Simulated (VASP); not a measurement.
Ta, 1 atom in the cell. Symmetry: Pm-3m, No. 221, cubic system. The conventional cell has a = 2.813 Å, b = 2.813 Å, c = 2.813 Å, α = 90.00°, β = 90.00°, γ = 90.00°. Ta (site symmetry m-3m) has 6 Ta at 2.81 Å within 3.7 Å.  This cell differs from its parent crystal: volume scaled by 1.08.

- Program: VASP 6.6.1
- Task: single point
- Functional: PBE
- Potentials or basis: VASP PAW PBE potentials, release 64 (Ta_pv)
- Cutoff: 520 eV
- k mesh: 13 × 13 × 13
- Occupations: fermi-dirac, width 0.1 eV
- Spin: no spin polarisation
- Dipole correction: no
- Further INCAR settings: ALGO = Normal; EDIFF = 1e-07; NBANDS = 12

Potentials or basis: VASP PAW PBE potentials, release 64 (Ta_pv).

The run is started by

```sh
$ cat potpaw_PBE.64/Ta_pv/POTCAR > POTCAR
$ mpirun -np 1 vasp_std > vasp.out
```

Hardware: 1 thread of Intel(R) Xeon(R) Platinum 8259CL CPU @ 2.50GHz (Skylake/Cascade Lake) (shared host).

Question: Estimate the wall time of this run.

Answer: Run time: 12 s on 1 thread of Intel(R) Xeon(R) Platinum 8259CL CPU @ 2.50GHz (Skylake/Cascade Lake) (shared host), peak memory 0.15 GiB. Counts: scf iterations 13, k points 84.
